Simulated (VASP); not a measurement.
# Ti2Si5 in VASP: single point with PBEsol

Aim: the single point of Ti2Si5 with PBEsol.

Program: VASP 6.6.1. These are calculated values, not measurements. Logs are shortened: lines on timing, memory, paths and dates and some standing lists are left out, and cuts for length are marked.

## (1) The cell of the first run

The cell holds a slab with vacuum, 14 atoms: a = 3.517 Å, b = 3.556 Å, c = 30.356 Å, α = 90.00°, β = 90.00°, γ = 90.00°.

## (2) Single point, PBEsol

Input file INCAR:

```
  ALGO = Fast
  DIPOL = 0.5 0.5 0.501
  EDIFF = 1E-6
  ENCUT = 520
  GGA = PS
  IDIPOL = 3
  ISIF = 2
  ISMEAR = 0
  LASPH = T
  LCHARG = F
  LDIPOL = T
  LREAL = F
  LWAVE = F
  NBANDS = 57
  NELM = 100
  PREC = Accurate
  SIGMA = 0.1
```

Input file KPOINTS:

```
k-points
0
Gamma
  8 8 1
```

Input file POSCAR:

```
Ti2Si5
1.0
    3.5170495983      0.0000000000      0.0000000000
    0.0000000000      3.5556151821      0.0000000000
    0.0000000000      0.0000000000     30.3557281691
Si Ti
10 4
Direct
    0.0000000000      0.2500000000      0.2800130490
    0.5000000000      0.7500000000      0.2802594698
    0.0000000000      0.7500000000      0.3636904967
    0.0000000000      0.2500000000      0.4164457627
    0.5000000000      0.2500000000      0.5000134054
    0.0000000000      0.7500000000      0.5004173920
    0.5000000000      0.7500000000      0.5851732525
    0.5000000000      0.2500000000      0.6401803729
    0.0000000000      0.2500000000      0.7214115990
    0.5000000000      0.7500000000      0.7241084129
    0.5000000000      0.2500000000      0.3450036517
    0.5000000000      0.7500000000      0.4351326077
    0.0000000000      0.2500000000      0.5647699802
    0.0000000000      0.7500000000      0.6536542700
```

Potentials or basis: VASP PAW PBE potentials, release 64 (Si, Ti_sv).

Started as:

```bash
> cat potpaw_PBE.64/Si/POTCAR potpaw_PBE.64/Ti_sv/POTCAR > POTCAR
> mpirun -np 1 vasp_std > vasp.out
```

OUTCAR:

```text
EDIFF = 1E-6
   ENCUT = 520
   GGA = PS
   ISIF = 2
   ISMEAR = 0
   LASPH = T
   LREAL = F
   NELM = 100
   PREC = Accurate

 ion  position               nearest neighbor table
   1  0.000  0.250  0.280-   2 2.50   2 2.50   2 2.50   2 2.50  11 2.64  11 2.64   3 3.10   3 3.10

   2  0.500  0.750  0.280-   1 2.50   1 2.50   1 2.50   1 2.50  11 2.65  11 2.65   3 3.08   3 3.08

   3  0.000  0.750  0.364-   4 2.39   4 2.39  11 2.56  11 2.56  11 2.56  11 2.56  12 2.79  12 2.79
                             2 3.08   2 3.08   1 3.10   1 3.10
   4  0.000  0.250  0.416-   3 2.39   3 2.39  12 2.56  12 2.56  12 2.56  12 2.56  11 2.79  11 2.79
                             5 3.09   5 3.09   6 3.11   6 3.11
   5  0.500  0.250  0.500-   6 2.50   6 2.50   6 2.50   6 2.50  13 2.64  13 2.64  12 2.65  12 2.65
                             4 3.09   4 3.09   7 3.14   7 3.14
   6  0.000  0.750  0.500-   5 2.50   5 2.50   5 2.50   5 2.50  13 2.64  13 2.64  12 2.65  12 2.65
                             4 3.11   4 3.11   7 3.12   7 3.12
   7  0.500  0.750  0.585-   8 2.44   8 2.44  13 2.58  13 2.58  13 2.58  13 2.58  14 2.72  14 2.72
                             6 3.12   6 3.12   5 3.14   5 3.14
   8  0.500  0.250  0.640-   7 2.44   7 2.44  14 2.53  14 2.53  14 2.53  14 2.53  13 2.89  13 2.89
                             9 3.03   9 3.03  10 3.11  10 3.11
   9  0.000  0.250  0.721-  10 2.50  10 2.50  10 2.50  10 2.50  14 2.72  14 2.72   8 3.03   8 3.03

  10  0.500  0.750  0.724-   9 2.50   9 2.50   9 2.50   9 2.50  14 2.77  14 2.77   8 3.11   8 3.11

  11  0.500  0.250  0.345-   3 2.56   3 2.56   3 2.56   3 2.56   1 2.64   1 2.64   2 2.65   2 2.65
                             4 2.79   4 2.79
  12  0.500  0.750  0.435-   4 2.56   4 2.56   4 2.56   4 2.56   6 2.65   6 2.65   5 2.65   5 2.65
                             3 2.79   3 2.79
  13  0.000  0.250  0.565-   7 2.58   7 2.58   7 2.58   7 2.58   5 2.64   5 2.64   6 2.64   6 2.64
                             8 2.89   8 2.89
  14  0.000  0.750  0.654-   8 2.53   8 2.53   8 2.53   8 2.53   9 2.72   9 2.72   7 2.72   7 2.72
                            10 2.77  10 2.77

  LATTYP: Found a simple orthorhombic cell.
 ALAT       =     3.5170495983
 B/A-ratio  =     1.0109653227
 C/A-ratio  =     8.6310207805

  Lattice vectors:

 A1 = (   3.5170495983,   0.0000000000,   0.0000000000)
 A2 = (   0.0000000000,   3.5556151821,   0.0000000000)
 A3 = (   0.0000000000,   0.0000000000,  30.3557281691)

Analysis of symmetry for initial positions (statically):
=====================================================================
 Subroutine PRICEL returns:
 Original cell was already a primitive cell.

 Routine SETGRP: Setting up the symmetry group for a
 simple orthorhombic supercell.

 Subroutine GETGRP returns: Found  4 space group operations
 (whereof  2 operations were pure point group operations)
 out of a pool of  8 trial point group operations.

The static configuration has the point symmetry C_1h.
 The point group associated with its full space group is C_2v.

Analysis of symmetry for dynamics (positions and initial velocities):
=====================================================================
 Subroutine PRICEL returns:
 Original cell was already a primitive cell.

 Routine SETGRP: Setting up the symmetry group for a
 simple orthorhombic supercell.

 Subroutine GETGRP returns: Found  4 space group operations
 (whereof  2 operations were pure point group operations)
 out of a pool of  8 trial point group operations.

The dynamic configuration has the point symmetry C_1h.
 The point group associated with its full space group is C_2v.

 Subroutine INISYM returns: Found  4 space group operations
 (whereof  2 operations are pure point group operations),
 and found     1 'primitive' translations

----------------------------------------------------------------------------------------

                                     Primitive cell

  volume of cell :     379.6067

  direct lattice vectors                    reciprocal lattice vectors
     3.517049598  0.000000000  0.000000000     0.284329229  0.000000000  0.000000000
     0.000000000  3.555615182  0.000000000     0.000000000  0.281245284  0.000000000
     0.000000000  0.000000000 30.355728169     0.000000000  0.000000000  0.032942712

  length of vectors
     3.517049598  3.555615182 30.355728169     0.284329229  0.281245284  0.032942712

  position of ions in fractional coordinates (direct lattice)
     0.000000000  0.250000000  0.280013049
     0.500000000  0.750000000  0.280259470
     0.000000000  0.750000000  0.363690497
     0.000000000  0.250000000  0.416445763
     0.500000000  0.250000000  0.500013405
     0.000000000  0.750000000  0.500417392
     0.500000000  0.750000000  0.585173252
     0.500000000  0.250000000  0.640180373
     0.000000000  0.250000000  0.721411599
     0.500000000  0.750000000  0.724108413
     0.500000000  0.250000000  0.345003652
     0.500000000  0.750000000  0.435132608
     0.000000000  0.250000000  0.564769980
     0.000000000  0.750000000  0.653654270

  ion indices of the primitive-cell ions
   primitive index   ion index
                 1           1
                 2           2
                 3           3
                 4           4
                 5           5
                 6           6
                 7           7
                 8           8
                 9           9
                10          10
                11          11
                12          12
                13          13
                14          14

----------------------------------------------------------------------------------------

 KPOINTS: k-points

Automatic generation of k-mesh.
 Grid dimensions read from file:
 generate k-points for:    8    8    1

 Generating k-lattice:

  Cartesian coordinates                     Fractional coordinates (reciprocal lattice)
     0.035541154  0.000000000  0.000000000     0.125000000  0.000000000  0.000000000
     0.000000000  0.035155660  0.000000000     0.000000000  0.125000000  0.000000000
     0.000000000  0.000000000  0.032942712     0.000000000  0.000000000  1.000000000

  Length of vectors
     0.035541154  0.035155660  0.032942712

  Shift w.r.t. Gamma in fractional coordinates (k-lattice)
     0.000000000  0.000000000  0.000000000

 Subroutine IBZKPT returns following result:
 ===========================================

 Found     25 irreducible k-points:

 Following reciprocal coordinates:
            Coordinates               Weight
  0.000000  0.000000  0.000000      1.000000
  0.125000  0.000000  0.000000      2.000000
  0.250000  0.000000  0.000000      2.000000
  0.375000  0.000000  0.000000      2.000000
  0.500000  0.000000  0.000000      1.000000
  0.000000  0.125000  0.000000      2.000000
[... 16 lines left out ...]
  0.250000  0.500000  0.000000      2.000000
  0.375000  0.500000  0.000000      2.000000
   k-points           NKPTS =     25   k-points in BZ     NKDIM =     25   number of bands    NBANDS=     57
   number of dos      NEDOS =    301   number of ions     NIONS =     14
   total plane-waves  NPLWV = 188160
   dimension x,y,z NGX =    28 NGY =   28 NGZ =  240
   dimension x,y,z NGXF=    56 NGYF=   56 NGZF=  480
   ions per type =              10   4
   NGX,Y,Z   is equivalent  to a cutoff of  13.24, 13.09, 13.14 a.u.
   NGXF,Y,Z  is equivalent  to a cutoff of  26.47, 26.18, 26.29 a.u.
 SYSTEM =  unknown system
   PREC   = accura    normal or accurate (medium, high low for compatibility)
   ISTART =      0    job   : 0-new  1-cont  2-samecut
   ICHARG =      2    charge: 1-file 2-atom 10-const
   ISPIN  =      1    spin polarized calculation?
   LNONCOLLINEAR =      F non collinear calculations
   LSORBIT =      F    spin-orbit coupling
   LASPH  =      T    aspherical Exc in radial PAW
   ENCUT  =  520.0 eV  38.22 Ry    6.18 a.u.   6.54  6.61 56.44*2*pi/ulx,y,z
   NELM   =    100;   NELMIN=  2; NELMDL= -5     # of ELM steps
   EDIFF  = 0.1E-05   stopping-criterion for ELM
   LREAL  =      F    real-space projection
   EDIFFG = 0.1E-04   stopping-criterion for IOM
   NSW    =      0    number of steps for IOM
   IBRION =     -1    ionic relax: 0-MD 1-quasi-New 2-CG
   NFREE  =      0    steps in history (QN), initial steepest desc. (CG)
   ISIF   =      2    stress and relaxation
   ISYM   =      2    0-nonsym 1-usesym 2-fastsym
   POTIM  = 0.5000    time-step for ionic-motion
   TEBEG  =    0.0;   TEEND  =   0.0 temperature during run
   PSTRESS=    0.0 pullay stress
   NELECT =      88.0000    total number of electrons
   NUPDOWN=      -1.0000    fix difference up-down
   EMIN   =  10.00;   EMAX   =-10.00  energy-range for DOS
   EFERMI =   0.00;   METHOD = LEGACY
   ISMEAR =     0;   SIGMA  =   0.10  broadening in eV -4-tet -1-fermi 0-gaus
   EFERMI_NEDOS =   21; number of points for ismear=-14 and -15
   IALGO  =     68    algorithm
   IMIX   =      4    mixing-type and parameters
     AMIX     =   0.40;   BMIX     =  1.00
     AMIX_MAG =   1.60;   BMIX_MAG =  1.00
  volume/ion in A,a.u.               =      27.11       182.98
  Fermi-wavevector in a.u.,A,eV,Ry     =   1.005675  1.900451 13.760697  1.011383
  Thomas-Fermi vector in A             =   2.138370
   LORBIT       =      0    0 simple, 1 ext, 2 COOP (PROOUT), +10 PAW based schemes
   GGA     = PS    functional components
   LHFCALC =     F    Hartree Fock is set to
   AEXX    =    0.0000 exact exchange contribution
   IVDW    =     0    specifies the selected vdW correction
   LEPSILON=     F    determine dielectric tensor
   LRPA    =     F    only Hartree local field effects (RPA)
 non-spin polarized calculation
 RMM-DIIS sequential band-by-band and
 Gauss-broadening in eV      SIGMA  =   0.10
  energy-cutoff  :      520.00
  volume of cell :      379.61
 maximum number of plane-waves:     10309
 NGX is ok and might be reduce to    28
   NGX = 13   NGY = 13   NGZ =113

 dipolmoment           0.000000      0.000000      0.007218 electrons x Angstroem

 number of electron      88.0000012 magnetization

 dipolmoment           0.000000      0.000000     -0.000873 electrons x Angstroem

 Free energy of the ion-electron system (eV)
  ---------------------------------------------------
  ext. energy  EPLUGINS =         0.00000000
  ---------------------------------------------------
  free energy    TOTEN  =       -96.13687372 eV

  energy without entropy =      -96.10758844  energy(sigma->0) =      -96.12223108

 E-fermi :   2.8338     XC(G=0):  -6.6510

 val. band max:        2.8218352822   @ k =   0.1250   0.1250   0.0000
 cond. band min:       2.8520366852   @ k =   0.2500   0.0000   0.0000
 fundamental gap:      0.0302014029
 Fermi energy:         2.8338374808

 k-point     1 :       0.0000    0.0000    0.0000
  band No.  band energies     occupation
      1     -53.5860      2.00000
      2     -53.5570      2.00000
      3     -53.5070      2.00000
      4     -53.5056      2.00000
      5     -30.0234      2.00000
      6     -30.0129      2.00000
[... 1405 lines left out ...]
     55       5.6467      0.00000
     56       5.7131      0.00000

 [... further k-points ...]

 [bands above 56 left out]

------------------------ aborting loop because EDIFF is reached ----------------------------------------

 vacuum level on the upper side and lower side of the slab       (xc-potential included)        -0.101        -0.089

  FORCE on cell =-STRESS in cart. coord.  units (eV):
  Direction    XX          YY          ZZ          XY          YZ          ZX
  --------------------------------------------------------------------------------------
  -------------------------------------------------------------------------------------
  Total       -2.6423253     -3.7886877      1.6360433      0.0000000      0.0000000      0.0000000
  in kB      -11.1522622    -15.9906271      6.9051238      0.0000000      0.0000000      0.0000000
  external PRESSURE =      -6.7459218 kB  Pullay stress =       0.0000000 kB

 VOLUME and BASIS-vectors are now :
 -----------------------------------------------------------------------------
  energy-cutoff  :      520.00
  volume of cell :      379.61
      direct lattice vectors                 reciprocal lattice vectors
     3.517049598  0.000000000  0.000000000     0.284329229  0.000000000  0.000000000
     0.000000000  3.555615182  0.000000000     0.000000000  0.281245284  0.000000000
     0.000000000  0.000000000 30.355728169     0.000000000  0.000000000  0.032942712

 POSITION                                       TOTAL-FORCE (eV/Angst)
 -----------------------------------------------------------------------------------
      0.00000      0.88890      8.50000         0.000000      0.000000     -0.423531
      1.75852      2.66671      8.50748         0.000000      0.000000     -0.242711
      0.00000      2.66671     11.04009         0.000000      0.000000     -0.476361
      0.00000      0.88890     12.64151         0.000000      0.000000      0.022945
      1.75852      0.88890     15.17827         0.000000      0.000000     -0.000752
      0.00000      2.66671     15.19053         0.000000      0.000000      0.000405
      1.75852      2.66671     17.76336         0.000000      0.000000      0.002387
      1.75852      0.88890     19.43314         0.000000      0.000000     -0.000830
      0.00000      0.88890     21.89897         0.000000      0.000000      0.001595
      1.75852      2.66671     21.98084         0.000000      0.000000      0.005095
      1.75852      0.88890     10.47284         0.000000      0.000000      0.924914
      1.75852      2.66671     13.20877         0.000000      0.000000      0.186091
      0.00000      0.88890     17.14400         0.000000      0.000000     -0.000777
      0.00000      2.66671     19.84215         0.000000      0.000000      0.001530
 -----------------------------------------------------------------------------------
    total drift:                                0.000000      0.000000     -0.002209

  FREE ENERGIE OF THE ION-ELECTRON SYSTEM (eV)
  ---------------------------------------------------
  free  energy   TOTEN  =       -96.1368737212 eV

  energy  without entropy=      -96.1075884380  energy(sigma->0) =      -96.12223108

 vacuum level on the upper side and lower side of the slab         7.959         7.971
```

Wall time 51 min (1 thread of Oxide Virtual Turin-like, shared host); peak memory 0.62 GiB.

What came out:

```
Free energy            : -96.1369 eV
Largest force          : 0.925 eV/Å
Band gap on the k mesh : zero (bands 44 and 45 overlap by 1.22 eV)
```

Forces in eV/Å, atoms in the order of the input:
```
Si   0.000  0.000 -0.424
Si   0.000  0.000 -0.243
Si   0.000  0.000 -0.476
Si   0.000  0.000  0.023
Si   0.000  0.000 -0.001
Si   0.000  0.000  0.000
Si   0.000  0.000  0.002
Si   0.000  0.000 -0.001
Si   0.000  0.000  0.002
Si   0.000  0.000  0.005
Ti   0.000  0.000  0.925
Ti   0.000  0.000  0.186
Ti   0.000  0.000 -0.001
Ti   0.000  0.000  0.002
```

Levels at points of the mesh, in eV from the Fermi level:
```csv
k point,band 41,band 42,band 43,band 44,band 45,band 46
"(0.00, 0.00, 0.00)",-1.21,-0.99,0.54,0.58,0.83,0.94
"(0.50, 0.00, 0.00)",-0.60,-0.55,-0.15,-0.03,0.14,0.24
"(0.00, 0.50, 0.00)",-0.32,-0.06,-0.06,0.15,0.92,0.98
"(0.50, 0.50, 0.00)",-2.14,-2.14,-0.74,-0.74,-0.59,-0.55
```

Caveat: the PAW data sets were made with another functional, which shifts forces and pressure a little.

The gap in the log of VASP goes by the Fermi energy; the results here count the filled bands.